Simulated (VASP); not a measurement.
# HgTe (R3m) in VASP: notebook

The runs below take HgTe through single point, with HSE06.

Program: VASP 6.6.1. These are calculated values, not measurements. Logs are shortened: lines on timing, memory, paths and dates and some standing lists are left out, and cuts for length are marked.

## 1. The cell of the first run

Symmetry: R3m, No. 160, trigonal system. The conventional cell has a = 4.652 Å, b = 4.652 Å, c = 10.824 Å, α = 90.00°, β = 90.00°, γ = 120.00°. Hg (site symmetry 3m) has 4 Te at 2.80 Å within 3.7 Å. Within 3.7 Å of Te (site symmetry 3m) lie 4 Hg at 2.80 Å.

## 2. Single point, HSE06 (strain along [111] -5.0%)

File POSCAR:

```
HgTe
1.0
   -0.1096385963      3.1795192925      3.1795192925
    3.1795192925     -0.1096385963      3.1795192925
    3.1795192925      3.1795192925     -0.1096385963
Hg Te
1 1
Direct
   -0.0043648214     -0.0043648214     -0.0043648214
    0.2543648214      0.2543648214      0.2543648214
```

File INCAR.step1:

```
SYSTEM = HgTe
PREC = Accurate ; ENCUT = 520
EDIFF = 1E-5 ; ISMEAR = 0
SIGMA = 0.01 ; LREAL = .FALSE.
LASPH = .TRUE. ; NELM = 60
ALGO = Normal ; ISIF = 2
LWAVE = .TRUE. ; GGA = PE
NBANDS = 16
```

File INCAR.step2:

```
SYSTEM = HgTe
PREC = Accurate ; ENCUT = 520
EDIFF = 1E-6 ; ISMEAR = 0
SIGMA = 0.01 ; LREAL = .FALSE.
LASPH = .TRUE. ; NELM = 60
ALGO = Normal ; ISIF = 2
LWAVE = .FALSE. ; LCHARG = .TRUE.
GGA = PE ; LHFCALC = .TRUE.
HFSCREEN = 0.2079 ; PRECFOCK = Normal
LELF = .TRUE. ; LVHAR = .TRUE.
ISTART = 1 ; NBANDS = 16
```

File KPOINTS:

```
regular mesh
0
G
  4 4 4
  0 0 0
```

Potentials or basis: VASP PAW PBE potentials, release 64 (Hg, Te).

The run is started by

```bash
$ cat potpaw_PBE.64/Hg/POTCAR potpaw_PBE.64/Te/POTCAR > POTCAR
$ cp INCAR.step1 INCAR
$ mpirun -np 1 vasp_std > vasp.out
$ cp INCAR.step2 INCAR
$ mpirun -np 1 vasp_std > vasp.out
```

OUTCAR:

```text
SYSTEM = HgTe
   PREC = Accurate
   ENCUT = 520
   EDIFF = 1E-6
   ISMEAR = 0
   LREAL = .FALSE.
   LASPH = .TRUE.
   NELM = 60
   ISIF = 2
   GGA = PE
   LHFCALC = .TRUE.
   HFSCREEN = 0.2079
   PRECFOCK = Normal
   ISTART = 1

 ion  position               nearest neighbor table
   1  0.996  0.996  0.996-   2 2.80   2 2.80   2 2.80   2 2.80
   2  0.254  0.254  0.254-   1 2.80   1 2.80   1 2.80   1 2.80

  LATTYP: Found a trigonal (rhomboedric) cell.
 ALAT       =     4.4978557652
 COS(alpha) =     0.4652406417

  Lattice vectors:

 A1 = (  -0.1096385963,   3.1795192925,   3.1795192925)
 A2 = (   3.1795192925,  -0.1096385963,   3.1795192925)
 A3 = (   3.1795192925,   3.1795192925,  -0.1096385963)

Analysis of symmetry for initial positions (statically):
=====================================================================
 Subroutine PRICEL returns:
 Original cell was already a primitive cell.

 Routine SETGRP: Setting up the symmetry group for a
 trigonal (rhombohedral) supercell.

 Subroutine GETGRP returns: Found  6 space group operations
 (whereof  6 operations were pure point group operations)
 out of a pool of 12 trial point group operations.

The static configuration has the point symmetry C_3v.

Analysis of symmetry for dynamics (positions and initial velocities):
=====================================================================
 Subroutine PRICEL returns:
 Original cell was already a primitive cell.

 Routine SETGRP: Setting up the symmetry group for a
 trigonal (rhombohedral) supercell.

 Subroutine GETGRP returns: Found  6 space group operations
 (whereof  6 operations were pure point group operations)
 out of a pool of 12 trial point group operations.

The dynamic configuration has the point symmetry C_3v.

 Subroutine INISYM returns: Found  6 space group operations
 (whereof  6 operations are pure point group operations),
 and found     1 'primitive' translations

----------------------------------------------------------------------------------------

                                     Primitive cell

  volume of cell :      67.6095

  direct lattice vectors                    reciprocal lattice vectors
    -0.109638596  3.179519293  3.179519293    -0.149347671  0.154681516  0.154681516
     3.179519293 -0.109638596  3.179519293     0.154681516 -0.149347671  0.154681516
     3.179519293  3.179519293 -0.109638596     0.154681516  0.154681516 -0.149347671

  length of vectors
     4.497855765  4.497855765  4.497855765     0.264872554  0.264872554  0.264872554

  position of ions in fractional coordinates (direct lattice)
     0.995635179  0.995635179  0.995635179
     0.254364821  0.254364821  0.254364821

  ion indices of the primitive-cell ions
   primitive index   ion index
                 1           1
                 2           2

----------------------------------------------------------------------------------------

 KPOINTS: regular mesh

Automatic generation of k-mesh.
 Grid dimensions read from file:
 generate k-points for:    4    4    4

 Generating k-lattice:

  Cartesian coordinates                     Fractional coordinates (reciprocal lattice)
    -0.037336918  0.038670379  0.038670379     0.250000000 -0.000000000 -0.000000000
     0.038670379 -0.037336918  0.038670379    -0.000000000  0.250000000 -0.000000000
     0.038670379  0.038670379 -0.037336918     0.000000000  0.000000000  0.250000000

  Length of vectors
     0.066218138  0.066218138  0.066218138

  Shift w.r.t. Gamma in fractional coordinates (k-lattice)
     0.000000000  0.000000000  0.000000000

 Subroutine IBZKPT returns following result:
 ===========================================

 Found     13 irreducible k-points:

 Following reciprocal coordinates:
            Coordinates               Weight
  0.000000  0.000000  0.000000      1.000000
  0.250000 -0.000000 -0.000000      6.000000
  0.500000 -0.000000 -0.000000      3.000000
  0.250000  0.250000  0.000000      6.000000
  0.500000  0.250000  0.000000     12.000000
 -0.250000  0.250000  0.000000      6.000000
  0.500000  0.500000  0.000000      3.000000
  0.250000  0.250000  0.250000      2.000000
  0.500000  0.250000  0.250000      6.000000
 -0.250000  0.250000  0.250000      6.000000
  0.500000  0.500000  0.250000      6.000000
 -0.250000  0.500000  0.250000      6.000000
  0.500000  0.500000  0.500000      1.000000
   k-points           NKPTS =     13   k-points in BZ     NKDIM =     64   number of bands    NBANDS=     16
   number of dos      NEDOS =    301   number of ions     NIONS =      2
   total plane-waves  NPLWV =  46656
   dimension x,y,z NGX =    36 NGY =   36 NGZ =   36
   dimension x,y,z NGXF=    72 NGYF=   72 NGZF=   72
   ions per type =               1   1
   NGX,Y,Z   is equivalent  to a cutoff of  13.31, 13.31, 13.31 a.u.
   NGXF,Y,Z  is equivalent  to a cutoff of  26.61, 26.61, 26.61 a.u.
 SYSTEM =  HgTe
   PREC   = accura    normal or accurate (medium, high low for compatibility)
   ISTART =      1    job   : 0-new  1-cont  2-samecut
   ICHARG =      0    charge: 1-file 2-atom 10-const
   ISPIN  =      1    spin polarized calculation?
   LNONCOLLINEAR =      F non collinear calculations
   LSORBIT =      F    spin-orbit coupling
   LASPH  =      T    aspherical Exc in radial PAW
   ENCUT  =  520.0 eV  38.22 Ry    6.18 a.u.   8.36  8.36  8.36*2*pi/ulx,y,z
   NELM   =     60;   NELMIN=  2; NELMDL=  0     # of ELM steps
   EDIFF  = 0.1E-05   stopping-criterion for ELM
   LREAL  =      F    real-space projection
   EDIFFG = 0.1E-04   stopping-criterion for IOM
   NSW    =      0    number of steps for IOM
   IBRION =     -1    ionic relax: 0-MD 1-quasi-New 2-CG
   NFREE  =      0    steps in history (QN), initial steepest desc. (CG)
   ISIF   =      2    stress and relaxation
   ISYM   =      3    0-nonsym 1-usesym 2-fastsym
   POTIM  = 0.5000    time-step for ionic-motion
   TEBEG  =    0.0;   TEEND  =   0.0 temperature during run
   PSTRESS=    0.0 pullay stress
   NELECT =      18.0000    total number of electrons
   NUPDOWN=      -1.0000    fix difference up-down
   EMIN   =  10.00;   EMAX   =-10.00  energy-range for DOS
   EFERMI =   0.00;   METHOD = LEGACY
   ISMEAR =     0;   SIGMA  =   0.01  broadening in eV -4-tet -1-fermi 0-gaus
   EFERMI_NEDOS =   21; number of points for ismear=-14 and -15
   IALGO  =     38    algorithm
   IMIX   =      1    mixing-type and parameters
     AMIX     =   0.40;   BMIX     =  1.00
     AMIX_MAG =   1.60;   BMIX_MAG =  1.00
  volume/ion in A,a.u.               =      33.80       228.13
  Fermi-wavevector in a.u.,A,eV,Ry     =   1.053165  1.990193 15.090990  1.109156
  Thomas-Fermi vector in A             =   2.188276
   LORBIT       =      0    0 simple, 1 ext, 2 COOP (PROOUT), +10 PAW based schemes
   GGA     = PE    functional components
   LHFCALC =     T    Hartree Fock is set to
   PRECFOCK=normal    Normal, Fast or Accurate (Low or Medium for compatibility)
   ENCUT4O =  -1.0   cutoff for four orbital integrals eV
   NKREDX  =     1    reduce k-point grid by
   NKREDY  =     1    reduce k-point grid by
   NKREDZ  =     1    reduce k-point grid by
   AEXX    =    0.2500 exact exchange contribution
   HFSCREEN=    0.2079 screening length (either q_TF or 0.3 A-1)
   HFSCREENC=   0.2079 screening length for correlation (either q_TF or 0.3 A-1)
   ENCUTFOCK=  -1.0 apply spherical cutoff to Coloumb kernel
   IVDW    =     0    specifies the selected vdW correction
   LEPSILON=     F    determine dielectric tensor
   LRPA    =     F    only Hartree local field effects (RPA)
 non-spin polarized calculation
 Gauss-broadening in eV      SIGMA  =   0.01
  energy-cutoff  :      520.00
  volume of cell :       67.61
 maximum number of plane-waves:      1838
 NGX is ok and might be reduce to    36
  NGX = 28; NGY = 28; NGZ = 28

 number of electron      17.9999999 magnetization

 Free energy of the ion-electron system (eV)
  ---------------------------------------------------
  ext. energy  EPLUGINS =         0.00000000
  ---------------------------------------------------
  free energy    TOTEN  =        -4.63054267 eV

  energy without entropy =       -4.63054267  energy(sigma->0) =       -4.63054267

 E-fermi :   2.5998     XC(G=0):  -7.2846

 val. band max:        2.5429098793   @ k =   0.0000   0.0000   0.0000
 cond. band min:       2.8584777001   @ k =   0.0000   0.0000   0.0000
 fundamental gap:      0.3155678208
 Fermi energy:         2.5997631231

 k-point     1 :       0.0000    0.0000    0.0000
  band No.  band energies     occupation
      1     -10.3636      2.00000
      2      -5.8181      2.00000
      3      -5.8181      2.00000
      4      -5.7689      2.00000
      5      -5.2753      2.00000
      6      -5.2753      2.00000
[... 8 lines left out ...]
     15      13.0548      0.00000
     16      13.0548      0.00000

 k-point     2 :       0.2500   -0.0000   -0.0000
  band No.  band energies     occupation
      1     -10.0699      2.00000
      2      -5.7391      2.00000
      3      -5.7221      2.00000
      4      -5.6066      2.00000
      5      -5.2838      2.00000
      6      -5.2696      2.00000
[... 8 lines left out ...]
     15      11.8311      0.00000
     16      12.3117      0.00000

 k-point     3 :       0.5000   -0.0000   -0.0000
  band No.  band energies     occupation
      1      -9.7496      2.00000
      2      -5.6719      2.00000
      3      -5.6713      2.00000
      4      -5.2744      2.00000
      5      -5.2479      2.00000
      6      -4.9347      2.00000
[... 8 lines left out ...]
     15      13.2469      0.00000
     16      13.7931      0.00000
[... 153 lines left out ...]
 k-point    12 :      -0.2500    0.5000    0.2500
  band No.  band energies     occupation
      1      -9.5262      2.00000
      2      -5.5767      2.00000
      3      -5.5343      2.00000
      4      -5.3294      2.00000
      5      -5.2961      2.00000
      6      -4.5861      2.00000
[... 8 lines left out ...]
     15      14.3981      0.00000
     16      14.9061      0.00000

 k-point    13 :       0.5000    0.5000    0.5000
  band No.  band energies     occupation
      1      -9.7068      2.00000
      2      -5.6998      2.00000
      3      -5.6998      2.00000
      4      -5.2428      2.00000
      5      -5.2428      2.00000
      6      -4.8265      2.00000
[... 8 lines left out ...]
     15      13.8222      0.00000
     16      13.8222      0.00000

------------------------ aborting loop because EDIFF is reached ----------------------------------------

  FORCE on cell =-STRESS in cart. coord.  units (eV):
  Direction    XX          YY          ZZ          XY          YZ          ZX
  --------------------------------------------------------------------------------------
  -------------------------------------------------------------------------------------
  Total        0.9726647      0.9726647      0.9726647      0.1974603      0.1974603      0.1974603
  in kB       23.0497367     23.0497367     23.0497367      4.6793183      4.6793183      4.6793183
  external PRESSURE =      23.0497367 kB  Pullay stress =       0.0000000 kB

 VOLUME and BASIS-vectors are now :
 -----------------------------------------------------------------------------
  energy-cutoff  :      520.00
  volume of cell :       67.61
      direct lattice vectors                 reciprocal lattice vectors
    -0.109638596  3.179519293  3.179519293    -0.149347671  0.154681516  0.154681516
     3.179519293 -0.109638596  3.179519293     0.154681516 -0.149347671  0.154681516
     3.179519293  3.179519293 -0.109638596     0.154681516  0.154681516 -0.149347671

 POSITION                                       TOTAL-FORCE (eV/Angst)
 -----------------------------------------------------------------------------------
      6.22212      6.22212      6.22212         0.026803      0.026803      0.026803
      1.58963      1.58963      1.58963        -0.026803     -0.026803     -0.026803
 -----------------------------------------------------------------------------------
    total drift:                                0.000157      0.000168      0.000104

  FREE ENERGIE OF THE ION-ELECTRON SYSTEM (eV)
  ---------------------------------------------------
  free  energy   TOTEN  =        -4.6305426661 eV

  energy  without entropy=       -4.6305426661  energy(sigma->0) =       -4.63054267
```

Wall time 17 min (1 thread of Intel Xeon Platinum 8259CL at 2.50GHz (Skylake/Cascade Lake), shared host); peak memory 0.32 GiB.

What came out:

- Free energy: -4.6305 eV
- Pressure: 2.3 GPa
- Largest force: 0.046 eV/Å
- Band gap on the k mesh: 0.32 eV

Forces in eV/Å, atoms in the order of the input:
```
Hg   0.027  0.027  0.027
Te  -0.027 -0.027 -0.027
```

Stress tensor (GPa, compression positive):
```
2.30 0.47 0.47
0.47 2.30 0.47
0.47 0.47 2.30
```

Caveat: the cell differs from its parent crystal (strain along [111] -5.0%); the PAW data sets were made with another functional, which shifts forces and pressure a little; spin-orbit coupling is left out, which moves the levels of the heavy elements.

## 3. Single point, HSE06 (epitaxial 111 strain +3.0%)

File POSCAR:

```
HgTe
1.0
   -0.1184096840      3.2694229414      3.2694229414
    3.2694229414     -0.1184096840      3.2694229414
    3.2694229414      3.2694229414     -0.1184096840
Hg Te
1 1
Direct
   -0.0034209566     -0.0034209566     -0.0034209566
    0.2534209566      0.2534209566      0.2534209566
```

File INCAR.step1:

```
SYSTEM = HgTe
PREC = Accurate
ENCUT = 520
EDIFF = 1E-5
ISMEAR = 0
SIGMA = 0.01
LREAL = .FALSE.
LASPH = .TRUE.
NELM = 60
ALGO = Normal
ISIF = 2
LWAVE = .TRUE.
LCHARG = .FALSE.
NBANDS = 16
GGA = PE
```

File INCAR.step2:

```
SYSTEM = HgTe
PREC = Accurate
ENCUT = 520
EDIFF = 1E-7
ISMEAR = 0
SIGMA = 0.01
LREAL = .FALSE.
LASPH = .TRUE.
NELM = 60
ALGO = Normal
ISIF = 2
LWAVE = .FALSE.
LCHARG = .FALSE.
GGA = PE
LHFCALC = .TRUE.
HFSCREEN = 0.2079
PRECFOCK = Normal
NBANDS = 16
ISTART = 1
```

KPOINTS is that of step 2.

Potentials or basis: VASP PAW PBE potentials, release 64 (Hg, Te).

The run is started by

```bash
$ cat potpaw_PBE.64/Hg/POTCAR potpaw_PBE.64/Te/POTCAR > POTCAR
$ cp INCAR.step1 INCAR
$ mpirun -np 1 vasp_std > vasp.out
$ cp INCAR.step2 INCAR
$ mpirun -np 1 vasp_std > vasp.out
```

It took 27 min on 1 thread of Intel Xeon Platinum 8259CL at 2.50GHz (Skylake/Cascade Lake), shared host; peak memory 0.33 GiB.

The run converged. Its results:

```
Free energy            : -4.6461 eV
Pressure               : -1.2 GPa
Largest force          : 0.027 eV/Å
Band gap on the k mesh : 0.29 eV
```

Forces on the atoms (eV/Å):
```
Hg   0.016  0.016  0.016
Te  -0.016 -0.016 -0.016
```

Stress tensor (GPa, compression positive):
```
-1.24  0.58  0.58
 0.58 -1.24  0.58
 0.58  0.58 -1.24
```

Levels at points of the mesh, in eV from the valence-band top:
| k point | band 6 | band 7 | band 8 | band 9 | band 10 | band 11 | band 12 | band 13 |
| --- | --- | --- | --- | --- | --- | --- | --- | --- |
| (0.00, 0.00, 0.00) | -7.49 | -0.36 | 0.00 | 0.00 | 0.29 | 5.07 | 5.07 | 5.58 |
| (0.50, 0.00, 0.00) | -7.21 | -5.24 | -0.86 | -0.67 | 1.54 | 6.03 | 6.08 | 7.70 |
| (0.50, 0.50, 0.00) | -7.06 | -5.26 | -2.13 | -1.84 | 2.59 | 3.46 | 8.79 | 9.69 |
| (0.50, 0.50, 0.50) | -7.13 | -5.09 | -0.96 | -0.96 | 1.03 | 5.76 | 5.76 | 7.67 |

Caveat: the cell differs from its parent crystal (epitaxial 111 strain +3.0%); the PAW data sets were made with another functional, which shifts forces and pressure a little; spin-orbit coupling is left out, which moves the levels of the heavy elements.
